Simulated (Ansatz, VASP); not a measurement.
ZnC2: VASP beside Ansatz

```
Zn C
1.0
     3.08265    0.00000    0.00000
    -1.54132    2.66965    0.00000
     0.00000    0.00000    3.32844
Zn C
1 2
Direct
  0.00000 0.00000 0.00000
  0.33333 0.66667 0.50000
  0.66667 0.33333 0.50000
```

Alike in both runs: task relaxation of cell and atoms; functional PBE; k mesh 6 × 6 × 6; occupations gaussian, width 0.1 eV; no spin polarisation.

|  | VASP | Ansatz |
| --- | --- | --- |
| version | VASP 6.6.1 | Ansatz 0.2.0 |
| potentials or method | VASP PAW PBE potentials, release 64 (Zn, C), cutoff 600 eV | scalar-relativistic, plane waves, PAW |
| valence electrons in the cell | 20 | 20 |

VASP gave:

| Item | Value |
| --- | --- |
| gap on the k mesh at the Fermi level, each at its own relaxed structure (eV) | none |
| relaxed volume (Å³/atom) | 9.90 |
| relaxed length of the cell vector where the two differ most in proportion (Å) | 5.459 |

Task: What did Ansatz give for the same quantities?

Result: gap on the k mesh at the Fermi level, each at its own relaxed structure (eV): none; relaxed volume (Å³/atom): 14.09; relaxed length of the cell vector where the two differ most in proportion (Å): 7.858.

A gap of «none» marks a metal or a gap that the smearing closes. One of these differences is far larger than is usual between the two programs; its cause wasn't traced.

The k mesh is coarse, so the values compare programs but aren't converged.
